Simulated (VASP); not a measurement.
# Fe (Fm-3m) in VASP: single point with PBE

Aim: the single point of Fe with PBE.

Program: VASP 6.6.1. These are calculated values, not measurements. Logs are shortened: lines on timing, memory, paths and dates and some standing lists are left out, and cuts for length are marked.

### Step 1. The cell of the first run

It takes space group Fm-3m (No. 225, cubic). Conventional cell: a = 3.640 Å, b = 3.640 Å, c = 3.640 Å, α = 90.00°, β = 90.00°, γ = 90.00°. Fe (site symmetry m-3m) has 12 Fe at 2.57 Å within 3.4 Å.

### Step 2. Single point, PBE, collinear spin, ferromagnetic start

The input, INCAR:

```
PREC = Accurate ; ENCUT = 520
EDIFF = 1E-6 ; ISMEAR = 0
SIGMA = 0.1 ; LREAL = F
LASPH = T ; NELM = 150
ALGO = Normal ; ISIF = 2
LWAVE = F ; LCHARG = T
ISPIN = 2 ; MAGMOM = 3.01
LORBIT = 11 ; LMAXMIX = 4
GGA = PE ; LELF = T
LVHAR = T ; NBANDS = 14
```

The input, KPOINTS:

```
regular mesh
0
Gamma
  20 20 20
```

The input, POSCAR:

```
Fe
1.0
    0.0000000000      1.8201362418      1.8201362418
    1.8201362418      0.0000000000      1.8201362418
    1.8201362418      1.8201362418      0.0000000000
Fe
1
Direct
    0.0000000000      0.0000000000      0.0000000000
```

Potentials or basis: VASP PAW PBE potentials, release 64 (Fe).

The run is started by

```console
$ cat potpaw_PBE.64/Fe/POTCAR > POTCAR
$ mpirun -np 1 vasp_std > vasp.out
```

OUTCAR:

```text
PREC = Accurate
   ENCUT = 520
   EDIFF = 1E-6
   ISMEAR = 0
   LREAL = F
   LASPH = T
   NELM = 150
   ISIF = 2
   ISPIN = 2
   LORBIT = 11
   GGA = PE

 ion  position               nearest neighbor table
   1  0.000  0.000  0.000-

  LATTYP: Found a face centered cubic cell.
 ALAT       =     3.6402724836

  Lattice vectors:

 A1 = (   0.0000000000,   1.8201362418,   1.8201362418)
 A2 = (   1.8201362418,   0.0000000000,   1.8201362418)
 A3 = (   1.8201362418,   1.8201362418,   0.0000000000)

Analysis of symmetry for initial positions (statically):
=====================================================================
 Subroutine PRICEL returns:
 Original cell was already a primitive cell.

 Routine SETGRP: Setting up the symmetry group for a
 face centered cubic supercell.

 Subroutine GETGRP returns: Found 48 space group operations
 (whereof 48 operations were pure point group operations)
 out of a pool of 48 trial point group operations.

The static configuration has the point symmetry O_h .

Analysis of symmetry for dynamics (positions and initial velocities):
=====================================================================
 Subroutine PRICEL returns:
 Original cell was already a primitive cell.

 Routine SETGRP: Setting up the symmetry group for a
 face centered cubic supercell.

 Subroutine GETGRP returns: Found 48 space group operations
 (whereof 48 operations were pure point group operations)
 out of a pool of 48 trial point group operations.

The dynamic configuration has the point symmetry O_h .

Analysis of structural, dynamic, and magnetic symmetry:
=====================================================================
 Subroutine PRICEL returns:
 Original cell was already a primitive cell.

 Routine SETGRP: Setting up the symmetry group for a
 face centered cubic supercell.

 Subroutine GETGRP returns: Found 48 space group operations
 (whereof 48 operations were pure point group operations)
 out of a pool of 48 trial point group operations.

The overall configuration has the point symmetry O_h .

 Subroutine INISYM returns: Found 48 space group operations
 (whereof 48 operations are pure point group operations),
 and found     1 'primitive' translations

----------------------------------------------------------------------------------------

                                     Primitive cell

  volume of cell :      12.0598

  direct lattice vectors                    reciprocal lattice vectors
     0.000000000  1.820136242  1.820136242    -0.274704711  0.274704711  0.274704711
     1.820136242  0.000000000  1.820136242     0.274704711 -0.274704711  0.274704711
     1.820136242  1.820136242  0.000000000     0.274704711  0.274704711 -0.274704711

  length of vectors
     2.574061359  2.574061359  2.574061359     0.475802516  0.475802516  0.475802516

  position of ions in fractional coordinates (direct lattice)
     0.000000000  0.000000000  0.000000000

  ion indices of the primitive-cell ions
   primitive index   ion index
                 1           1

----------------------------------------------------------------------------------------

 KPOINTS: regular mesh

Automatic generation of k-mesh.
 Grid dimensions read from file:
 generate k-points for:   20   20   20

 Generating k-lattice:

  Cartesian coordinates                     Fractional coordinates (reciprocal lattice)
    -0.013735236  0.013735236  0.013735236     0.050000000  0.000000000  0.000000000
     0.013735236 -0.013735236  0.013735236     0.000000000  0.050000000  0.000000000
     0.013735236  0.013735236 -0.013735236     0.000000000  0.000000000  0.050000000

  Length of vectors
     0.023790126  0.023790126  0.023790126

  Shift w.r.t. Gamma in fractional coordinates (k-lattice)
     0.000000000  0.000000000  0.000000000

 Subroutine IBZKPT returns following result:
 ===========================================

 Found    256 irreducible k-points:

 Following reciprocal coordinates:
            Coordinates               Weight
  0.000000  0.000000  0.000000      1.000000
  0.050000  0.000000  0.000000      8.000000
  0.100000  0.000000  0.000000      8.000000
  0.150000  0.000000  0.000000      8.000000
  0.200000  0.000000  0.000000      8.000000
  0.250000  0.000000  0.000000      8.000000
[... 16 lines left out ...]
 -0.400000  0.050000  0.000000     24.000000
 -0.350000  0.050000  0.000000     24.000000
 [... further k-points ...]
   k-points           NKPTS =    256   k-points in BZ     NKDIM =    256   number of bands    NBANDS=     14
   number of dos      NEDOS =    301   number of ions     NIONS =      1
   total plane-waves  NPLWV =   8000
   dimension x,y,z NGX =    20 NGY =   20 NGZ =   20
   dimension x,y,z NGXF=    40 NGYF=   40 NGZF=   40
   ions per type =               1
   NGX,Y,Z   is equivalent  to a cutoff of  12.92, 12.92, 12.92 a.u.
   NGXF,Y,Z  is equivalent  to a cutoff of  25.83, 25.83, 25.83 a.u.
 SYSTEM =  unknown system
   PREC   = accura    normal or accurate (medium, high low for compatibility)
   ISTART =      0    job   : 0-new  1-cont  2-samecut
   ICHARG =      2    charge: 1-file 2-atom 10-const
   ISPIN  =      2    spin polarized calculation?
   LNONCOLLINEAR =      F non collinear calculations
   LSORBIT =      F    spin-orbit coupling
   LASPH  =      T    aspherical Exc in radial PAW
   ENCUT  =  520.0 eV  38.22 Ry    6.18 a.u.   4.79  4.79  4.79*2*pi/ulx,y,z
   NELM   =    150;   NELMIN=  2; NELMDL= -5     # of ELM steps
   EDIFF  = 0.1E-05   stopping-criterion for ELM
   LREAL  =      F    real-space projection
   EDIFFG = 0.1E-04   stopping-criterion for IOM
   NSW    =      0    number of steps for IOM
   IBRION =     -1    ionic relax: 0-MD 1-quasi-New 2-CG
   NFREE  =      0    steps in history (QN), initial steepest desc. (CG)
   ISIF   =      2    stress and relaxation
   ISYM   =      2    0-nonsym 1-usesym 2-fastsym
   POTIM  = 0.5000    time-step for ionic-motion
   TEBEG  =    0.0;   TEEND  =   0.0 temperature during run
   PSTRESS=    0.0 pullay stress
   NELECT =       8.0000    total number of electrons
   NUPDOWN=      -1.0000    fix difference up-down
   EMIN   =  10.00;   EMAX   =-10.00  energy-range for DOS
   EFERMI =   0.00;   METHOD = LEGACY
   ISMEAR =     0;   SIGMA  =   0.10  broadening in eV -4-tet -1-fermi 0-gaus
   EFERMI_NEDOS =   21; number of points for ismear=-14 and -15
   IALGO  =     38    algorithm
   IMIX   =      4    mixing-type and parameters
     AMIX     =   0.40;   BMIX     =  1.00
     AMIX_MAG =   1.60;   BMIX_MAG =  1.00
  volume/ion in A,a.u.               =      12.06        81.38
  Fermi-wavevector in a.u.,A,eV,Ry     =   1.427768  2.698090 27.735762  2.038521
  Thomas-Fermi vector in A             =   2.547902
   LORBIT       =     11    0 simple, 1 ext, 2 COOP (PROOUT), +10 PAW based schemes
   GGA     = PE    functional components
   LHFCALC =     F    Hartree Fock is set to
   AEXX    =    0.0000 exact exchange contribution
   IVDW    =     0    specifies the selected vdW correction
   LEPSILON=     F    determine dielectric tensor
   LRPA    =     F    only Hartree local field effects (RPA)
 spin polarized calculation
 Gauss-broadening in eV      SIGMA  =   0.10
  energy-cutoff  :      520.00
  volume of cell :       12.06
 maximum number of plane-waves:       335
   NGX =  9   NGY =  9   NGZ =  9

 number of electron       8.0000007 magnetization       2.6034262

 Free energy of the ion-electron system (eV)
  ---------------------------------------------------
  ext. energy  EPLUGINS =         0.00000000
  ---------------------------------------------------
  free energy    TOTEN  =        -8.08795782 eV

  energy without entropy =       -8.08268747  energy(sigma->0) =       -8.08532265

 E-fermi :   5.4661     XC(G=0): -12.7671

 val. band max:        5.4655658238   @ k =   0.4000   0.0500   0.0000
 cond. band min:       5.4682697161   @ k =   0.5000   0.0500   0.0000
 fundamental gap:      0.0027038924
 Fermi energy:         5.4660586026

 spin component 1

 k-point     1 :       0.0000    0.0000    0.0000
  band No.  band energies     occupation
      1      -2.8951      1.00000
      2       3.0170      1.00000
      3       3.0170      1.00000
      4       3.0170      1.00000
      5       3.9845      1.00000
      6       3.9845      1.00000
      7      27.2151      0.00000
      8      31.2229      0.00000
      9      31.2229      0.00000
     10      31.2229      0.00000
     11      33.9979      0.00000
     12      33.9979      0.00000
     13      33.9979      0.00000
     14      36.6482      0.00000
[... 375 lines left out ...]
 k-point    24 :      -0.3500    0.0500    0.0000
  band No.  band energies     occupation
      1       0.4328      1.00000
      2       2.9464      1.00000
      3       2.9963      1.00000
      4       3.4256      1.00000
      5       4.5356      1.00000
      6       4.9310      1.00000
      7      14.5533      0.00000
      8      25.6496      0.00000
      9      28.0405      0.00000
     10      30.0765      0.00000
     11      31.4756      0.00000
     12      33.2165      0.00000
     13      37.4929      0.00000
     14      43.4030      0.00000

 [... further k-points ...]

 spin component 2

 k-point     1 :       0.0000    0.0000    0.0000
  band No.  band energies     occupation
      1      -2.6529      1.00000
      2       5.3935      0.84771
      3       5.3935      0.84751
      4       5.3935      0.84750
      5       6.9874      0.00000
      6       6.9875      0.00000
      7      26.8357      0.00000
      8      31.6169      0.00000
      9      31.6169      0.00000
     10      31.6169      0.00000
     11      34.7396      0.00000
     12      34.7396      0.00000
     13      34.7396      0.00000
     14      36.0078      0.00000
[... 375 lines left out ...]
 k-point    24 :      -0.3500    0.0500    0.0000
  band No.  band energies     occupation
      1       1.3179      1.00000
      2       4.6913      1.00000
      3       5.4962      0.33515
      4       5.5776      0.05742
      5       7.3485      0.00000
      6       7.6868      0.00000
      7      15.7350      0.00000
      8      25.6209      0.00000
      9      28.5547      0.00000
     10      30.8470      0.00000
     11      32.1282      0.00000
     12      33.7484      0.00000
     13      37.8980      0.00000
     14      44.2887      0.00000

 [... further k-points ...]

------------------------ aborting loop because EDIFF is reached ----------------------------------------

  FORCE on cell =-STRESS in cart. coord.  units (eV):
  Direction    XX          YY          ZZ          XY          YZ          ZX
  --------------------------------------------------------------------------------------
  -------------------------------------------------------------------------------------
  Total       -0.0197229     -0.0197229     -0.0197229      0.0000000      0.0000000      0.0000000
  in kB       -2.6202370     -2.6202370     -2.6202370      0.0000000      0.0000000      0.0000000
  external PRESSURE =      -2.6202370 kB  Pullay stress =       0.0000000 kB

 VOLUME and BASIS-vectors are now :
 -----------------------------------------------------------------------------
  energy-cutoff  :      520.00
  volume of cell :       12.06
      direct lattice vectors                 reciprocal lattice vectors
     0.000000000  1.820136242  1.820136242    -0.274704711  0.274704711  0.274704711
     1.820136242  0.000000000  1.820136242     0.274704711 -0.274704711  0.274704711
     1.820136242  1.820136242  0.000000000     0.274704711  0.274704711 -0.274704711

 POSITION                                       TOTAL-FORCE (eV/Angst)
 -----------------------------------------------------------------------------------
      0.00000      0.00000      0.00000        -0.000000      0.000000      0.000000
 -----------------------------------------------------------------------------------
    total drift:                                0.000000      0.000000      0.000000

  FREE ENERGIE OF THE ION-ELECTRON SYSTEM (eV)
  ---------------------------------------------------
  free  energy   TOTEN  =        -8.0879578226 eV

  energy  without entropy=       -8.0826874709  energy(sigma->0) =       -8.08532265

 total charge

# of ion       s       p       d       tot
------------------------------------------
    1        0.472   0.498   6.181   7.151

 magnetization (x)

# of ion       s       p       d       tot
------------------------------------------
    1       -0.016  -0.051   2.668   2.601
```

Run time: 40 s. Hardware: 1 thread of Intel Xeon 6975P-C (Granite Rapids), shared host; peak memory 0.18 GiB.

What came out:

```yaml
Free_energy: -8.0880 eV
Pressure: -0.3 GPa
Net_moment: 2.60 μB per cell
Site_moments: Fe +2.60 μB
Valence_electrons_inside_the_program's_atomic_spheres: Fe 7.15
```
